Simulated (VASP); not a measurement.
# SrO (Fm-3m) in VASP: a series of runs

Runs on SrO. Level: PBEsol. Tasks: single point.

Program: VASP 6.6.1. These are calculated values, not measurements. Logs are shortened: lines on timing, memory, paths and dates and some standing lists are left out, and cuts for length are marked.

## Step 1: The cell of the first run

It takes space group Fm-3m (No. 225, cubic). Conventional cell: a = 5.140 Å, b = 5.140 Å, c = 5.140 Å, α = 90.00°, β = 90.00°, γ = 90.00°. Sr (site symmetry m-3m) has 6 O at 2.57 Å within 3.4 Å. Within 3.4 Å of O (site symmetry m-3m) lie 6 Sr at 2.57 Å.

## Step 2: Single point, PBEsol

INCAR

```
PREC = Accurate ; ENCUT = 520
EDIFF = 1E-7 ; ISMEAR = 0
SIGMA = 0.05 ; LREAL = False
LASPH = True ; NELM = 80
ALGO = Normal ; ISIF = 2
LWAVE = False ; LCHARG = False
GGA = PS ; NBANDS = 15
```

KPOINTS

```
regular mesh
0
Gamma
  8 8 8
```

POSCAR

```
SrO
1.0
    0.0000000000      2.5698000000      2.5698000000
    2.5698000000      0.0000000000      2.5698000000
    2.5698000000      2.5698000000      0.0000000000
Sr O
1 1
Direct
    0.0000000000      0.0000000000      0.0000000000
    0.5000000000      0.5000000000      0.5000000000
```

Potentials or basis: VASP PAW PBE potentials, release 64 (Sr_sv, O).

Launch:

```sh
cat potpaw_PBE.64/Sr_sv/POTCAR potpaw_PBE.64/O/POTCAR > POTCAR
mpirun -np 1 vasp_std > vasp.out
```

OUTCAR:

```text
PREC = Accurate
   ENCUT = 520
   EDIFF = 1E-7
   ISMEAR = 0
   LREAL = False
   LASPH = True
   NELM = 80
   ISIF = 2
   GGA = PS

 ion  position               nearest neighbor table
   1  0.000  0.000  0.000-   2 2.57   2 2.57   2 2.57   2 2.57   2 2.57   2 2.57
   2  0.500  0.500  0.500-   1 2.57   1 2.57   1 2.57   1 2.57   1 2.57   1 2.57

  LATTYP: Found a face centered cubic cell.
 ALAT       =     5.1396000000

  Lattice vectors:

 A1 = (   0.0000000000,   2.5698000000,   2.5698000000)
 A2 = (   2.5698000000,   0.0000000000,   2.5698000000)
 A3 = (   2.5698000000,   2.5698000000,   0.0000000000)

Analysis of symmetry for initial positions (statically):
=====================================================================
 Subroutine PRICEL returns:
 Original cell was already a primitive cell.

 Routine SETGRP: Setting up the symmetry group for a
 face centered cubic supercell.

 Subroutine GETGRP returns: Found 48 space group operations
 (whereof 48 operations were pure point group operations)
 out of a pool of 48 trial point group operations.

The static configuration has the point symmetry O_h .

Analysis of symmetry for dynamics (positions and initial velocities):
=====================================================================
 Subroutine PRICEL returns:
 Original cell was already a primitive cell.

 Routine SETGRP: Setting up the symmetry group for a
 face centered cubic supercell.

 Subroutine GETGRP returns: Found 48 space group operations
 (whereof 48 operations were pure point group operations)
 out of a pool of 48 trial point group operations.

The dynamic configuration has the point symmetry O_h .

 Subroutine INISYM returns: Found 48 space group operations
 (whereof 48 operations are pure point group operations),
 and found     1 'primitive' translations

----------------------------------------------------------------------------------------

                                     Primitive cell

  volume of cell :      33.9413

  direct lattice vectors                    reciprocal lattice vectors
     0.000000000  2.569800000  2.569800000    -0.194567671  0.194567671  0.194567671
     2.569800000  0.000000000  2.569800000     0.194567671 -0.194567671  0.194567671
     2.569800000  2.569800000  0.000000000     0.194567671  0.194567671 -0.194567671

  length of vectors
     3.634246013  3.634246013  3.634246013     0.337001091  0.337001091  0.337001091

  position of ions in fractional coordinates (direct lattice)
     0.000000000  0.000000000  0.000000000
     0.500000000  0.500000000  0.500000000

  ion indices of the primitive-cell ions
   primitive index   ion index
                 1           1
                 2           2

----------------------------------------------------------------------------------------

 KPOINTS: regular mesh

Automatic generation of k-mesh.
 Grid dimensions read from file:
 generate k-points for:    8    8    8

 Generating k-lattice:

  Cartesian coordinates                     Fractional coordinates (reciprocal lattice)
    -0.024320959  0.024320959  0.024320959     0.125000000  0.000000000  0.000000000
     0.024320959 -0.024320959  0.024320959     0.000000000  0.125000000  0.000000000
     0.024320959  0.024320959 -0.024320959     0.000000000  0.000000000  0.125000000

  Length of vectors
     0.042125136  0.042125136  0.042125136

  Shift w.r.t. Gamma in fractional coordinates (k-lattice)
     0.000000000  0.000000000  0.000000000

 Subroutine IBZKPT returns following result:
 ===========================================

 Found     29 irreducible k-points:

 Following reciprocal coordinates:
            Coordinates               Weight
  0.000000  0.000000  0.000000      1.000000
  0.125000  0.000000  0.000000      8.000000
  0.250000  0.000000  0.000000      8.000000
  0.375000  0.000000  0.000000      8.000000
  0.500000  0.000000  0.000000      4.000000
  0.125000  0.125000  0.000000      6.000000
[... 16 lines left out ...]
  0.500000  0.250000  0.125000     48.000000
 -0.375000  0.250000  0.125000     24.000000
 [... further k-points ...]
   k-points           NKPTS =     29   k-points in BZ     NKDIM =     29   number of bands    NBANDS=     15
   number of dos      NEDOS =    301   number of ions     NIONS =      2
   total plane-waves  NPLWV =  21952
   dimension x,y,z NGX =    28 NGY =   28 NGZ =   28
   dimension x,y,z NGXF=    56 NGYF=   56 NGZF=   56
   ions per type =               1   1
   NGX,Y,Z   is equivalent  to a cutoff of  12.81, 12.81, 12.81 a.u.
   NGXF,Y,Z  is equivalent  to a cutoff of  25.62, 25.62, 25.62 a.u.
 SYSTEM =  unknown system
   PREC   = accura    normal or accurate (medium, high low for compatibility)
   ISTART =      0    job   : 0-new  1-cont  2-samecut
   ICHARG =      2    charge: 1-file 2-atom 10-const
   ISPIN  =      1    spin polarized calculation?
   LNONCOLLINEAR =      F non collinear calculations
   LSORBIT =      F    spin-orbit coupling
   LASPH  =      T    aspherical Exc in radial PAW
   ENCUT  =  520.0 eV  38.22 Ry    6.18 a.u.   6.76  6.76  6.76*2*pi/ulx,y,z
   NELM   =     80;   NELMIN=  2; NELMDL= -5     # of ELM steps
   EDIFF  = 0.1E-06   stopping-criterion for ELM
   LREAL  =      F    real-space projection
   EDIFFG = 0.1E-05   stopping-criterion for IOM
   NSW    =      0    number of steps for IOM
   IBRION =     -1    ionic relax: 0-MD 1-quasi-New 2-CG
   NFREE  =      0    steps in history (QN), initial steepest desc. (CG)
   ISIF   =      2    stress and relaxation
   ISYM   =      2    0-nonsym 1-usesym 2-fastsym
   POTIM  = 0.5000    time-step for ionic-motion
   TEBEG  =    0.0;   TEEND  =   0.0 temperature during run
   PSTRESS=    0.0 pullay stress
   NELECT =      16.0000    total number of electrons
   NUPDOWN=      -1.0000    fix difference up-down
   EMIN   =  10.00;   EMAX   =-10.00  energy-range for DOS
   EFERMI =   0.00;   METHOD = LEGACY
   ISMEAR =     0;   SIGMA  =   0.05  broadening in eV -4-tet -1-fermi 0-gaus
   EFERMI_NEDOS =   21; number of points for ismear=-14 and -15
   IALGO  =     38    algorithm
   IMIX   =      4    mixing-type and parameters
     AMIX     =   0.40;   BMIX     =  1.00
     AMIX_MAG =   1.60;   BMIX_MAG =  1.00
  volume/ion in A,a.u.               =      16.97       114.52
  Fermi-wavevector in a.u.,A,eV,Ry     =   1.274106  2.407711 22.086959  1.623346
  Thomas-Fermi vector in A             =   2.406892
   LORBIT       =      0    0 simple, 1 ext, 2 COOP (PROOUT), +10 PAW based schemes
   GGA     = PS    functional components
   LHFCALC =     F    Hartree Fock is set to
   AEXX    =    0.0000 exact exchange contribution
   IVDW    =     0    specifies the selected vdW correction
   LEPSILON=     F    determine dielectric tensor
   LRPA    =     F    only Hartree local field effects (RPA)
 non-spin polarized calculation
 Gauss-broadening in eV      SIGMA  =   0.05
  energy-cutoff  :      520.00
  volume of cell :       33.94
 maximum number of plane-waves:       941
   NGX = 13   NGY = 13   NGZ = 13

 number of electron      15.9999997 magnetization

 Free energy of the ion-electron system (eV)
  ---------------------------------------------------
  ext. energy  EPLUGINS =         0.00000000
  ---------------------------------------------------
  free energy    TOTEN  =       -12.63972875 eV

  energy without entropy =      -12.63972875  energy(sigma->0) =      -12.63972875

 E-fermi :   1.7044     XC(G=0): -10.2839

 val. band max:        1.4951651942   @ k =   0.0000   0.0000   0.0000
 cond. band min:       4.6497528904   @ k =   0.5000   0.5000   0.0000
 fundamental gap:      3.1545876962
 Fermi energy:         1.7043666179

 k-point     1 :       0.0000    0.0000    0.0000
  band No.  band energies     occupation
      1     -30.7368      2.00000
      2     -13.5047      2.00000
      3     -12.3881      2.00000
      4     -12.3881      2.00000
      5     -12.3881      2.00000
      6       1.4952      2.00000
      7       1.4952      2.00000
      8       1.4952      2.00000
      9       5.3277      0.00000
     10       7.6603      0.00000
     11       7.6603      0.00000
     12       7.6603      0.00000
     13       9.8583      0.00000
     14       9.8583      0.00000
     15      13.9870      0.00000

 k-point     2 :       0.1250    0.0000    0.0000
  band No.  band energies     occupation
      1     -30.7163      2.00000
      2     -13.8710      2.00000
      3     -12.4007      2.00000
      4     -12.4007      2.00000
      5     -12.0719      2.00000
      6       1.0250      2.00000
      7       1.2942      2.00000
      8       1.2942      2.00000
      9       6.0394      0.00000
     10       7.4975      0.00000
     11       7.9704      0.00000
     12       7.9704      0.00000
     13      10.2715      0.00000
     14      10.2715      0.00000
     15      15.0078      0.00000

 k-point     3 :       0.2500    0.0000    0.0000
  band No.  band energies     occupation
      1     -30.6661      2.00000
      2     -14.4485      2.00000
      3     -12.4307      2.00000
      4     -12.4307      2.00000
      5     -11.6163      2.00000
      6       0.1785      2.00000
      7       0.8613      2.00000
      8       0.8613      2.00000
      9       7.4086      0.00000
     10       7.5995      0.00000
     11       8.8132      0.00000
     12       8.8132      0.00000
     13      11.3035      0.00000
     14      11.3035      0.00000
     15      17.0626      0.00000

 k-point     4 :       0.3750    0.0000    0.0000
  band No.  band energies     occupation
      1     -30.6152      2.00000
      2     -14.8812      2.00000
      3     -12.4601      2.00000
      4     -12.4601      2.00000
      5     -11.3058      2.00000
      6      -0.4866      2.00000
      7       0.4831      2.00000
      8       0.4831      2.00000
      9       7.7498      0.00000
     10       9.1017      0.00000
     11       9.8456      0.00000
     12       9.8456      0.00000
     13      12.5903      0.00000
     14      12.5903      0.00000
     15      16.9597      0.00000
[... 307 lines left out ...]
 k-point    22 :       0.3750    0.2500    0.1250
  band No.  band energies     occupation
      1     -30.6296      2.00000
      2     -14.4728      2.00000
      3     -12.6567      2.00000
      4     -12.4922      2.00000
      5     -11.6596      2.00000
      6      -0.0045      2.00000
      7       0.7850      2.00000
      8       1.2136      2.00000
      9       6.4684      0.00000
     10       7.9285      0.00000
     11       9.7019      0.00000
     12      10.0653      0.00000
     13      11.4664      0.00000
     14      12.2675      0.00000
     15      17.9628      0.00000

 k-point    23 :       0.5000    0.2500    0.1250
  band No.  band energies     occupation
      1     -30.5892      2.00000
      2     -14.6452      2.00000
      3     -12.7664      2.00000
      4     -12.5691      2.00000
      5     -11.5877      2.00000
      6      -0.0796      2.00000
      7       0.5470      2.00000
      8       0.9651      2.00000
      9       6.9782      0.00000
     10       8.5909      0.00000
     11      10.3895      0.00000
     12      10.5712      0.00000
     13      12.5914      0.00000
     14      13.5233      0.00000
     15      15.6852      0.00000

 k-point    24 :      -0.3750    0.2500    0.1250
  band No.  band energies     occupation
      1     -30.5724      2.00000
      2     -14.7136      2.00000
      3     -12.7902      2.00000
      4     -12.6256      2.00000
      5     -11.5584      2.00000
      6      -0.1181      2.00000
      7       0.6175      2.00000
      8       0.6968      2.00000
      9       7.7966      0.00000
     10       8.1452      0.00000
     11      10.7843      0.00000
     12      11.0032      0.00000
     13      13.1349      0.00000
     14      14.3967      0.00000
     15      14.7486      0.00000

 [... further k-points ...]
[... 5 lines left out ...]
  --------------------------------------------------------------------------------------
  -------------------------------------------------------------------------------------
  Total       -0.0657802     -0.0657802     -0.0657802      0.0000000      0.0000000      0.0000000
  in kB       -3.1051154     -3.1051154     -3.1051154      0.0000000      0.0000000      0.0000000
  external PRESSURE =      -3.1051154 kB  Pullay stress =       0.0000000 kB

 VOLUME and BASIS-vectors are now :
 -----------------------------------------------------------------------------
  energy-cutoff  :      520.00
  volume of cell :       33.94
      direct lattice vectors                 reciprocal lattice vectors
     0.000000000  2.569800000  2.569800000    -0.194567671  0.194567671  0.194567671
     2.569800000  0.000000000  2.569800000     0.194567671 -0.194567671  0.194567671
     2.569800000  2.569800000  0.000000000     0.194567671  0.194567671 -0.194567671

 POSITION                                       TOTAL-FORCE (eV/Angst)
 -----------------------------------------------------------------------------------
      0.00000      0.00000      0.00000        -0.000000      0.000000      0.000000
      2.56980      2.56980      2.56980         0.000000     -0.000000     -0.000000
 -----------------------------------------------------------------------------------
    total drift:                                0.000000      0.000000      0.000000

  FREE ENERGIE OF THE ION-ELECTRON SYSTEM (eV)
  ---------------------------------------------------
  free  energy   TOTEN  =       -12.6397287461 eV

  energy  without entropy=      -12.6397287461  energy(sigma->0) =      -12.63972875
```

Run time: 24 s. Hardware: 1 thread of Intel Xeon 8259CL, shared host; peak memory 0.16 GiB.

Results:

| Item | Value |
| --- | --- |
| Free energy | -12.6397 eV |
| Pressure | -0.3 GPa |
| Band gap on the k mesh | 3.15 eV, indirect (least direct gap 3.24 eV) |

Levels at points of the mesh, in eV from the valence-band top:
```
           k point  band 6  band 7  band 8  band 9  band 10  band 11
(0.00, 0.00, 0.00)    0.00    0.00    0.00    3.83     6.17     6.17
(0.50, 0.00, 0.00)   -2.23   -1.16   -1.16    6.50     8.30     8.85
(0.50, 0.50, 0.00)   -0.43   -0.09   -0.09    3.15     7.77    10.20
```

Caveat: the PAW data sets were made with another functional, which shifts forces and pressure a little. A hybrid or GW would open this gap; PBEsol tends to underestimate it.

## Step 3: Single point, PBEsol

INCAR

```
SYSTEM = SrO
  PREC = Accurate
  ENCUT = 520
  EDIFF = 1E-6
  ISMEAR = 0
  SIGMA = 0.05
  LREAL = .FALSE.
  LASPH = .TRUE.
  NELM = 60
  ALGO = Normal
  ISIF = 2
  LWAVE = .FALSE.
  LCHARG = .FALSE.
  GGA = PS
  NBANDS = 15
```

KPOINTS

```
Automatic mesh
0
G
  8 8 8
  0 0 0
```

POSCAR is that of step 2.

Potentials or basis: VASP PAW PBE potentials, release 64 (Sr_sv, O).

Launch:

```sh
cat potpaw_PBE.64/Sr_sv/POTCAR potpaw_PBE.64/O/POTCAR > POTCAR
mpirun -np 1 vasp_std > vasp.out
```

Run time: 22 s. Hardware: 1 thread of Intel Xeon 8259CL, shared host; peak memory 0.16 GiB.

It converged, with:

| Quantity | Value |
| --- | --- |
| Free energy | -12.6397 eV |
| Pressure | -0.3 GPa |
| Band gap on the k mesh | 3.15 eV, indirect (least direct gap 3.24 eV) |

Levels at points of the mesh, in eV from the valence-band top:
```
           k point  band 5  band 6  band 7  band 8  band 9  band 10  band 11  band 12
(0.00, 0.00, 0.00)  -13.88    0.00    0.00    0.00    3.83     6.17     6.17     6.17
(0.50, 0.00, 0.00)  -12.69   -2.23   -1.16   -1.16    6.50     8.30     8.85     8.85
(0.50, 0.50, 0.00)  -14.26   -0.43   -0.09   -0.09    3.15     7.77    10.20    10.23
```

Caveat: the PAW data sets were made with another functional, which shifts forces and pressure a little.
